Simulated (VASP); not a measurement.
LaTl, 2 atoms in the cell. Symmetry: Pm-3m, No. 221, cubic system. The conventional cell has a = 3.988 Å, b = 3.988 Å, c = 3.988 Å, α = 90.00°, β = 90.00°, γ = 90.00°. La (site symmetry m-3m) has 8 Tl at 3.45 Å and 6 La at 3.99 Å within 4.5 Å. Tl (site symmetry m-3m) has 8 La at 3.45 Å and 6 Tl at 3.99 Å within 4.5 Å. 

```yaml
Program: VASP 6.6.1
Task: relaxation of cell and atoms
Functional: PBEsol
Potentials_or_basis: VASP PAW PBE potentials, release 64 (La, Tl_d)
Cutoff: 600 eV
k_mesh: 8 × 8 × 8
Occupations: fermi-dirac, width 0.05 eV
Spin: no spin polarisation
Dipole_correction: no
Further_INCAR_settings: ALGO = Normal; EDIFF = 1e-07; IBRION = 2; EDIFFG = -0.005; NSW = 100; ISIF = 3
```

Potentials or basis: VASP PAW PBE potentials, release 64 (La, Tl_d).

Run with:

```sh
$ cat potpaw_PBE.64/La/POTCAR potpaw_PBE.64/Tl_d/POTCAR > POTCAR
$ mpirun -np 1 vasp_std > vasp.out
```

Hardware: 1 thread of Intel(R) Xeon(R) Platinum 8488C (Sapphire Rapids), on a shared host.

Question: Estimate the wall time of this run.

Answer: Wall time 70 s on 1 thread of Intel(R) Xeon(R) Platinum 8488C (Sapphire Rapids), on a shared host, peak memory 0.22 GiB. Counts: scf iterations 38, k points 35, ion steps 3.
